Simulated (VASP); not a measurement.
A run of VASP 6.6.1:

File INCAR:

```
SYSTEM = Ga4SbAs
PREC = Accurate
ENCUT = 600
EDIFF = 1E-6
ISMEAR = 0
SIGMA = 0.1
LREAL = .False.
LASPH = .True.
NELM = 100
ALGO = Fast
ISIF = 3
LWAVE = .False.
LCHARG = .False.
GGA = PE
IBRION = 2
NSW = 90
EDIFFG = -0.04
```

The input KPOINTS:

```
Automatic mesh
0
Gamma
  3 3 4
  0 0 0
```

Contents of POSCAR:

```
Ga4SbAs
1.0
    5.8391073000      0.0000000000      0.0000000000
   -2.9195536500      5.0568152600      0.0000000000
    0.0000000000      0.0000000000      4.5289570200
Ga Sb As
4 1 1
Direct
    0.6666666700      0.3333333300      0.0000000000
    0.5030135000      0.0060270000      0.5000000000
    0.9939730000      0.4969865000      0.5000000000
    0.5030135000      0.4969865000      0.5000000000
    0.3333333300      0.6666666700      0.0000000000
    0.0000000000      0.0000000000      0.0000000000
```

Potentials or basis: VASP PAW PBE potentials, release 64 (Ga_d, Sb, As).

The run is started by

```sh
$ cat potpaw_PBE.64/Ga_d/POTCAR potpaw_PBE.64/Sb/POTCAR potpaw_PBE.64/As/POTCAR > POTCAR
$ mpirun -np 1 vasp_std > vasp.out
```

Hardware: 1 thread of Intel(R) Xeon(R) Platinum 8559C (Emerald Rapids) (shared host).

Problem. Estimate the wall time of this run.

Solution. Wall time 3 min on 1 thread of Intel(R) Xeon(R) Platinum 8559C (Emerald Rapids) (shared host), peak memory 0.32 GiB. Counts: scf iterations 48, k points 9, ion steps 5.
